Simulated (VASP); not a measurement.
Write the native input for VASP 6.6.1 that does the following.

| Quantity | Value |
| --- | --- |
| Task | relaxation of cell and atoms |
| Functional | PBEsol |
| Potentials or basis | VASP PAW PBE potentials, release 64 (La) |
| Cutoff | 600 eV |
| k mesh | 9 × 9 × 9 |
| Occupations | fermi-dirac, width 0.05 eV |
| Spin | no spin polarisation |
| Target pressure | 20 GPa |
| Dipole correction | no |
| Further INCAR settings | ALGO = Fast; EDIFF = 1e-07; IBRION = 2; EDIFFG = -0.01; NSW = 60; ISIF = 3 |

The structure of La lies in POSCAR:

```
La
1.0
   -2.1238310710      2.1238310710      2.1238310710
    2.1238310710     -2.1238310710      2.1238310710
    2.1238310710      2.1238310710     -2.1238310710
La
1
Direct
    0.0000000000      0.0000000000      0.0000000000
```

This isn't the form of La at room conditions, which is double hcp.

One way to write it, as run:

INCAR

```
SYSTEM = La
PREC = Accurate ; ENCUT = 600
EDIFF = 1E-7 ; ISMEAR = -1
SIGMA = 0.05 ; LREAL = .False.
LASPH = .True. ; NELM = 60
ALGO = Fast ; ISIF = 3
LWAVE = .False. ; LCHARG = .False.
GGA = PS ; IBRION = 2
NSW = 60 ; EDIFFG = -0.01
PSTRESS = 200.0
```

KPOINTS

```
Automatic mesh
0
Gamma
  9 9 9
  0 0 0
```

Potentials or basis: VASP PAW PBE potentials, release 64 (La).

The run is started by

```bash
$ cat potpaw_PBE.64/La/POTCAR > POTCAR
$ mpirun -np 1 vasp_std > vasp.out
```

It gave:

The relaxed volume is 23.52 Å³/atom. The relaxed cell is a = 3.126 Å, b = 3.126 Å, c = 3.126 Å, α = 109.47°, β = 109.47°, γ = 109.47°, the space group after relaxing (to 0.1 Å) is Im-3m (No. 229) and the energy change on relaxing (the run minimises the enthalpy) is +465.3 meV/atom. The ionic steps are 9 and the pressure after relaxing is 20.1 GPa. The band gap on the k mesh is zero (an odd number of electrons rules out a gap without spin polarisation).

Caveat: the cell is relaxed towards a set pressure, so the run minimises the enthalpy, not the energy; the volume moved by over 15 % at a fixed basis, so the end points are rough; the PAW data sets were made with another functional, which shifts forces and pressure a little; spin-orbit coupling is left out, which moves the levels of the heavy elements.

Run time: 18 min on 1 thread of Intel Xeon 8259CL (shared host), peak memory 0.22 GiB.
